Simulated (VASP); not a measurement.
Crystal: Ge3P2.

```
Ge P
1.0
     3.80315    0.00000    0.00000
     0.00000    3.80315    0.00000
     0.00000    0.00000    7.29908
Ge P
3 2
Direct
  0.00000 0.00000 0.00000
  0.50000 0.50000 0.50000
  0.00000 0.00000 0.50000
  0.50000 0.00000 0.79587
  0.00000 0.50000 0.20413
```

This cell differs from its parent crystal: atoms taken out.

| Quantity | Value |
| --- | --- |
| Program | VASP 6.6.1 |
| Task | relaxation of cell and atoms |
| Functional | PBE |
| Potentials or basis | VASP PAW PBE potentials, release 64 (Ge_d, P) |
| Cutoff | 600 eV |
| k mesh | 10 × 10 × 6 |
| Occupations | gaussian, width 0.1 eV |
| Spin | no spin polarisation |

At the start: pressure -0.2 GPa; volume 21.11 Å³/atom.

Problem. How do energy, volume and symmetry change on relaxing?

Solution. Over 8 steps the energy falls by 4.8 meV/atom and the volume is 20.93 Å³/atom (-0.9 %); space group P-4m2 (No. 115, to 0.1 Å) before and after.

The path:
```csv
step,energy change (eV),largest force (eV/Å),pressure (GPa),volume (Å³)
1,0.0000,0.0664,-0.19,105.57
2,-0.0136,0.0773,-0.11,105.19
3,-0.0226,0.0944,0.12,104.48
4,-0.0227,0.0930,0.09,104.56
5,-0.0227,0.0934,0.08,104.54
6,-0.0236,0.0461,0.00,104.72
7,-0.0238,0.0080,-0.07,104.87
8,-0.0239,0.0063,0.06,104.66
```

Final structure:
```yaml
crystal:
  lattice:
    - [3.74232, 0.00000, 0.00000]
    - [0.00000, 3.74232, 0.00000]
    - [0.00000, 0.00000, 7.47283]
  atoms:
    - { symbol: Ge, position: [0.00000, 0.00000, 0.00000] }
    - { symbol: Ge, position: [0.50000, 0.50000, 0.50000] }
    - { symbol: Ge, position: [0.00000, 0.00000, 0.50000] }
    - { symbol: P, position: [0.50000, 0.00000, 0.79870] }
    - { symbol: P, position: [0.00000, 0.50000, 0.20130] }
```

Caveat: the cell differs from its parent crystal (atoms taken out).
